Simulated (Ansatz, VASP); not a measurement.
## One calculation of Sr, two programs

Contents of INCAR:

```
SYSTEM = Sr
PREC = Accurate
ENCUT = 520
EDIFF = 1E-8
ISMEAR = -1
SIGMA = 0.08
LREAL = .FALSE.
LASPH = .TRUE.
NELM = 80
ALGO = Normal
ISIF = 2
LWAVE = .FALSE.
LCHARG = .FALSE.
LEFG = .TRUE.
NBANDS = 17
```

KPOINTS

```
regular mesh
0
G
  10 10 5
  0 0 0
```

Contents of POSCAR:

```
Sr
1.0
    4.3945314897      0.0000000000      0.0000000000
   -2.1972657449      3.8057759077      0.0000000000
    0.0000000000      0.0000000000      7.1882703981
Sr
2
Direct
    0.3333333333      0.6666666667      0.2500000000
    0.6666666667      0.3333333333      0.7500000000
```

Input for Ansatz:

```yaml
crystal:
  lattice:
    - [4.3945314897, 0.0, 0.0]
    - [-2.1972657449, 3.8057759077, 0.0]
    - [0.0, 0.0, 7.1882703981]
  atoms:
    - { symbol: Sr, position: [0.3333333333, 0.6666666667, 0.25] }
    - { symbol: Sr, position: [0.6666666667, 0.3333333333, 0.75] }
kpoints:
  mp_grid: { grid: [10, 10, 5] }
scf:
  occupations: { method: fermi_dirac, width: 0.08 }
hamiltonian:
  xc: lda
  pseudopotentials: { kind: all_electron, datasets: crystal }
output:
  forces: true
  stress: true
  eigenvalues: true
  efg: { contact_densities: true }
```

Change from the starting cell: volume scaled by 1.06, crystal datasets.

Alike in both runs: task electric field gradients; functional LDA; k mesh 10 × 10 × 5; occupations fermi-dirac, width 0.08 eV; no spin polarisation.

|  | VASP | Ansatz |
| --- | --- | --- |
| version | VASP 6.6.1 | Ansatz 0.2.0 |
| potentials or method | VASP PAW LDA potentials, release 64 (Sr_sv), cutoff 520 eV | all-electron PAW with datasets made for the crystal, scalar-relativistic |

|  | VASP | Ansatz | Ansatz less VASP |
| --- | --- | --- | --- |
| pressure (GPa) | -2.0 | -2.0 | +0.01 |
| size of Vzz on the site where it differs most (V/Å²) | 2.8 | 3.0 | +0.19 |

LDA's correlation is that of Perdew and Zunger in VASP and of Perdew and Wang (1992) in Ansatz. Ansatz ran all-electron here, and VASP with PAW potentials.
